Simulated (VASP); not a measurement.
Write the native input for VASP 6.6.1 that does the following.

```yaml
Task: single point
Functional: HSE06
Potentials_or_basis: VASP PAW PBE potentials, release 64 (Li_sv, H)
Cutoff: 520 eV
k_mesh: 8 × 8 × 8
Occupations: gaussian, width 0.01 eV
Spin: no spin polarisation
Dipole_correction: no
Grid_for_exact_exchange_PRECFOCK: Normal
Further_INCAR_settings: ALGO = Normal; EDIFF = 1e-07; NBANDS = 9
Share_of_exact_exchange: 0.25
Screening_parameter: 0.2079 1/Å
```

The system is LiH.

```
Li H
1.0
     0.00000    2.02302    1.99655
     2.02302    0.00000    1.99655
     2.02302    2.02302    0.00000
Li H
1 1
Direct
  0.00000 0.00000 0.00000
  0.50000 0.50000 0.50000
```

This cell differs from its parent crystal: epitaxial xy strain +1.0%.

These files were run (other wordings do the same):

POSCAR

```
LiH
1.0
    0.0000000000      2.0230247895      1.9965451169
    2.0230247895      0.0000000000      1.9965451169
    2.0230247895      2.0230247895      0.0000000000
Li H
1 1
Direct
    0.0000000000      0.0000000000      0.0000000000
    0.5000000000      0.5000000000      0.5000000000
```

INCAR.step1

```
PREC = Accurate
ENCUT = 520
EDIFF = 1E-5
ISMEAR = 0
SIGMA = 0.01
LREAL = F
LASPH = T
NELM = 60
ALGO = Normal
ISIF = 2
LWAVE = T
NBANDS = 9
GGA = PE
```

INCAR.step2

```
PREC = Accurate
ENCUT = 520
EDIFF = 1E-7
ISMEAR = 0
SIGMA = 0.01
LREAL = F
LASPH = T
NELM = 60
ALGO = Normal
ISIF = 2
LWAVE = F
LCHARG = T
GGA = PE
LHFCALC = T
HFSCREEN = 0.2079
PRECFOCK = Normal
LELF = T
LVHAR = T
NBANDS = 9
ISTART = 1
```

KPOINTS

```
Automatic mesh
0
Gamma
  8 8 8
```

Potentials or basis: VASP PAW PBE potentials, release 64 (Li_sv, H).

The run is started by

```sh
$ cat potpaw_PBE.64/Li_sv/POTCAR potpaw_PBE.64/H/POTCAR > POTCAR
$ cp INCAR.step1 INCAR
$ mpirun -np 1 vasp_std > vasp.out
$ cp INCAR.step2 INCAR
$ mpirun -np 1 vasp_std > vasp.out
```

It gave:

The band gap on the k mesh is 3.84 eV (least direct gap 3.95 eV).

Caveat: the cell differs from its parent crystal (epitaxial xy strain +1.0%).

Wall time 4.3 min on 1 thread of Intel(R) Xeon(R) 6975P-C (Granite Rapids) (shared host), peak memory 0.24 GiB.
